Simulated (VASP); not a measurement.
Here is a VASP 6.6.1 calculation.

File POSCAR:

```
SnTe
1.0
    0.0000000000      3.6111460000      3.6111460000
    3.6111460000      0.0000000000      3.6111460000
    3.6111460000      3.6111460000      0.0000000000
Te Sn
1 1
Direct
    0.2500000000      0.2500000000      0.2500000000
    0.0000000000      0.0000000000      0.0000000000
```

File INCAR.step1:

```
ALGO     = Normal         # electronic algorithm
EDIFF    = 1E-5           # SCF threshold, eV
ENCUT    = 520            # plane-wave cutoff, eV
GGA      = PE             # functional
ISIF     = 2              # what is computed and relaxed
ISMEAR   = -1             # smearing method
LASPH    = True           # aspherical terms in the spheres
LCHARG   = False          # write CHGCAR
LREAL    = False          # projectors in reciprocal space
LWAVE    = True           # write WAVECAR
NBANDS   = 17             # bands
NELM     = 100            # most SCF steps
PREC     = Accurate       # precision mode
SIGMA    = 0.05           # smearing width, eV
```

INCAR.step2

```
AEXX     = 0.25           # exact-exchange fraction
ALGO     = Normal         # electronic algorithm
EDIFF    = 1E-6           # SCF threshold, eV
ENCUT    = 520            # plane-wave cutoff, eV
ISIF     = 2              # what is computed and relaxed
ISMEAR   = -1             # smearing method
ISTART   = 1            
LASPH    = True           # aspherical terms in the spheres
LCHARG   = False          # write CHGCAR
LHFCALC  = True           # exact exchange
LMIXTAU  = True         
LREAL    = False          # projectors in reciprocal space
LWAVE    = False          # write WAVECAR
METAGGA  = R2SCAN         # meta-GGA
NBANDS   = 17             # bands
NELM     = 100            # most SCF steps
PREC     = Accurate       # precision mode
PRECFOCK = Normal       
SIGMA    = 0.05           # smearing width, eV
```

Contents of KPOINTS:

```
k-points
0
Gamma
  4 4 4
```

Potentials or basis: VASP PAW PBE potentials, release 64 (Te, Sn_d).

Launch:

```sh
$ cat potpaw_PBE.64/Te/POTCAR potpaw_PBE.64/Sn_d/POTCAR > POTCAR
$ cp INCAR.step1 INCAR
$ mpirun -np 1 vasp_std > vasp.out
$ cp INCAR.step2 INCAR
$ mpirun -np 1 vasp_std > vasp.out
```

Problem. Estimate the pressure.

Solution. -1.1 GPa.

Problem. Estimate the band gap on the k mesh.

Solution. 1.02 eV (least direct gap 1.86 eV).

Caveat: the PAW data sets were made with another functional, which shifts forces and pressure a little; spin-orbit coupling is left out, which moves the levels of the heavy elements. A k mesh can miss the band edges.
